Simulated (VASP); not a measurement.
A run of VASP 6.6.1 is set up as follows.

Contents of INCAR:

```
PREC = Accurate
ENCUT = 400
EDIFF = 1E-6
ISMEAR = -1
SIGMA = 0.05
LREAL = Auto
LASPH = T
NELM = 120
ALGO = Normal
ISIF = 2
LWAVE = F
LCHARG = F
GGA = PS
NELECT = 266.0
ISYM = -1
NBANDS = 170
GGA_COMPAT = F
```

File KPOINTS:

```
explicit points
1
Reciprocal
  0.25000000   0.25000000   0.25000000 1
```

File POSCAR:

```
VSi63
1.0
   10.8655790000      0.0000000000      0.0000000000
    0.0000000000     10.8655790000      0.0000000000
    0.0000000000      0.0000000000     10.8655790000
Si V
63 1
Direct
    0.9999680000      0.0002370000      0.0002430000
    0.9991940000      0.9995700000      0.5007750000
    0.9992940000      0.5006570000      0.0001860000
    0.9991550000      0.4998240000      0.5001460000
    0.5002230000      0.9996930000      0.0000410000
    0.4995140000      0.9995170000      0.5000720000
    0.4995320000      0.4997670000      0.9997380000
    0.1253020000      0.1253790000      0.1254380000
    0.1241010000      0.1243120000      0.6251720000
    0.1242290000      0.6249570000      0.1249690000
    0.1244690000      0.6248450000      0.6250840000
    0.6249570000      0.1243330000      0.1248790000
    0.6248430000      0.1247440000      0.6250280000
    0.6247640000      0.6248910000      0.1248400000
    0.6252540000      0.6250700000      0.6254280000
    0.2499910000      0.2507260000      0.0004160000
    0.2486210000      0.2488450000      0.5008310000
    0.2500740000      0.7496870000      0.0005330000
    0.2487110000      0.7504770000      0.5006990000
    0.7497180000      0.2503300000      0.0005850000
    0.7497570000      0.2495790000      0.5004830000
    0.7495460000      0.7499320000      0.9999640000
    0.7498610000      0.7499640000      0.5011000000
    0.3753930000      0.3754640000      0.1258700000
    0.3728530000      0.3724830000      0.6281410000
    0.3753130000      0.8758800000      0.1250800000
    0.3752010000      0.8747070000      0.6258400000
    0.8759930000      0.3754280000      0.1251820000
    0.8746150000      0.3753080000      0.6258310000
    0.8751310000      0.8751110000      0.1255530000
    0.8749210000      0.8749580000      0.6251770000
    0.2500820000      0.0002450000      0.2505080000
    0.2501590000      0.0002530000      0.7500740000
    0.2488790000      0.5006400000      0.2493660000
    0.2490430000      0.5005490000      0.7503230000
    0.7499300000      0.0001950000      0.2507180000
    0.7495470000      0.9996800000      0.7499560000
    0.7500440000      0.5002470000      0.2492130000
    0.7501100000      0.5009870000      0.7503890000
    0.3752630000      0.1254730000      0.3757180000
    0.3753050000      0.1248840000      0.8764110000
    0.3728540000      0.6279710000      0.3733140000
    0.3751000000      0.6254210000      0.8751040000
    0.8758090000      0.1250800000      0.3760660000
    0.8747980000      0.1253470000      0.8752700000
    0.8744210000      0.6252080000      0.3756120000
    0.8750640000      0.6250180000      0.8754460000
    0.0003980000      0.2502530000      0.2506460000
    0.0000330000      0.2502990000      0.7501180000
    0.9999020000      0.7497470000      0.2507750000
    0.9998020000      0.7497700000      0.7499320000
    0.5006270000      0.2489680000      0.2493840000
    0.5006560000      0.2489360000      0.7507500000
    0.5004230000      0.7503280000      0.2493720000
    0.5007030000      0.7497540000      0.7502420000
    0.1252560000      0.3756580000      0.3759220000
    0.1243050000      0.3760550000      0.8761450000
    0.1243700000      0.8762190000      0.3759130000
    0.1252000000      0.8751110000      0.8754230000
    0.6267820000      0.3738470000      0.3736070000
    0.6254220000      0.3755220000      0.8751930000
    0.6252910000      0.8749340000      0.3757910000
    0.6244220000      0.8751870000      0.8753440000
    0.4968110000      0.4980010000      0.4984460000
```

Potentials or basis: VASP PAW PBE potentials, release 64 (Si, V_sv).

Command:

```sh
$ cat potpaw_PBE.64/Si/POTCAR potpaw_PBE.64/V_sv/POTCAR > POTCAR
$ mpirun -np 1 vasp_std > vasp.out
```

(1) What does it give for the largest force?

## Answers

(1) 0.022 eV/Å.

Caveat: the cell carries a net charge on a neutralising background, which shifts energy and pressure; the PAW data sets were made with another functional, which shifts forces and pressure a little.
